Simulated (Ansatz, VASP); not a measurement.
# One calculation of Al2Cu, two programs

File INCAR:

```
PREC = Accurate ; ENCUT = 520
EDIFF = 1E-6 ; ISMEAR = 0
SIGMA = 0.15 ; LREAL = False
LASPH = True ; NELM = 60
ALGO = Fast ; ISIF = 2
LWAVE = False ; LCHARG = True
GGA = PS ; LELF = True
LVHAR = True ; NBANDS = 16
```

File KPOINTS:

```
regular mesh
0
Gamma
  12 12 16
```

POSCAR

```
Al2Cu
1.0
    4.0841721965      0.0000000000      0.0000000000
    0.0000000000      4.0841721965      0.0000000000
    0.0000000000      0.0000000000      2.8463947513
Al Cu
2 1
Direct
    0.5000000000      0.0000000000      0.5000000000
    0.0000000000      0.5000000000      0.5000000000
   -0.0259700160     -0.0259700160      0.0000000000
```

Input for Ansatz:

```yaml
crystal:
  lattice:
    - [4.0841721965, 0.0, 0.0]
    - [0.0, 4.0841721965, 0.0]
    - [0.0, 0.0, 2.8463947513]
  atoms:
    - { symbol: Al, position: [0.5, 0.0, 0.5] }
    - { symbol: Al, position: [0.0, 0.5, 0.5] }
    - { symbol: Cu, position: [-0.025970016, -0.025970016, 0.0] }
basis:
  ecutwfc: 420
kpoints:
  mp_grid: { grid: [12, 12, 16] }
hamiltonian:
  xc: pbesol
scf:
  occupations: { method: gaussian, width: 0.15 }
output:
  forces: true
  stress: true
  eigenvalues: true
  write_density: true
  write_potential: true
  elf: true
  volumetric_format: npy
```

Alike in both runs: task single point; functional PBEsol; k mesh 12 × 12 × 16; occupations gaussian, width 0.15 eV; no spin polarisation.

|  | VASP | Ansatz |
| --- | --- | --- |
| version | VASP 6.6.1 | Ansatz 0.2.0 |
| potentials or method | VASP PAW PBE potentials, release 64 (Al, Cu), cutoff 520 eV | scalar-relativistic, plane waves, PAW |
| valence electrons in the cell | 17 | 25 |

Ansatz gave:

- gap on the k mesh at the Fermi level (eV): none
- pressure (GPa): 0.9
- traceless stress, the component that is largest in VASP (GPa): -0.36
- rms of the force components (eV/Å): 0.499

Task: Which values does VASP return?

Result: gap on the k mesh at the Fermi level (eV): none; pressure (GPa): 0.9; traceless stress, the component that is largest in VASP (GPa): -0.37; rms of the force components (eV/Å): 0.501.

VASP's potentials were made for PBE, not for PBEsol. Atom by atom the forces differ by 0.002 eV/Å (rms over components). A gap of «none» marks a metal or a gap that the smearing closes. The functional is the same, so the differences come from potentials, cutoffs and numerics. VASP's potentials hold 17 valence electrons a cell and Ansatz's 25, so a difference there can come from the potentials and not from the codes.
